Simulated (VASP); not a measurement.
Crystal: Ir.

```
Ir
1.0
     0.00000    1.91560    1.91560
     1.91560    0.00000    1.91560
     1.91560    1.91560    0.00000
Ir
1
Direct
  0.00000 0.00000 0.00000
```

- Program: VASP 6.6.1
- Task: relaxation of cell and atoms
- Functional: LDA
- Potentials or basis: VASP PAW LDA potentials, release 64 (Ir)
- Cutoff: 600 eV
- k mesh: 9 × 9 × 9
- Occupations: methfessel-paxton, width 0.1 eV
- Spin: no spin polarisation

At the start: pressure -4.2 GPa; volume 14.06 Å³/atom.

Task: Where does the relaxation end?

Result: Over 3 steps the energy falls by 2.0 meV/atom and the volume is 13.91 Å³/atom (-1.0 %); space group Fm-3m (No. 225, to 0.05 Å).

Step by step:
| step | energy change (eV) | largest force (eV/Å) | pressure (GPa) | volume (Å³) |
| --- | --- | --- | --- | --- |
| 1 | 0.0000 | 0.0000 | -4.24 | 14.06 |
| 2 | 0.0330 | 0.0000 | 19.76 | 13.32 |
| 3 | -0.0020 | 0.0000 | -0.08 | 13.91 |

Final structure:
```cif
data_structure
_symmetry_space_group_name_H-M 'P 1'
_symmetry_Int_Tables_number 1
_cell_length_a 2.6996
_cell_length_b 2.6996
_cell_length_c 2.6996
_cell_angle_alpha 60.000
_cell_angle_beta 60.000
_cell_angle_gamma 60.000
_cell_volume 13.91
loop_
_atom_site_label
_atom_site_type_symbol
_atom_site_fract_x
_atom_site_fract_y
_atom_site_fract_z
_atom_site_occupancy
Ir1 Ir 0.00000 0.00000 0.00000 1
```
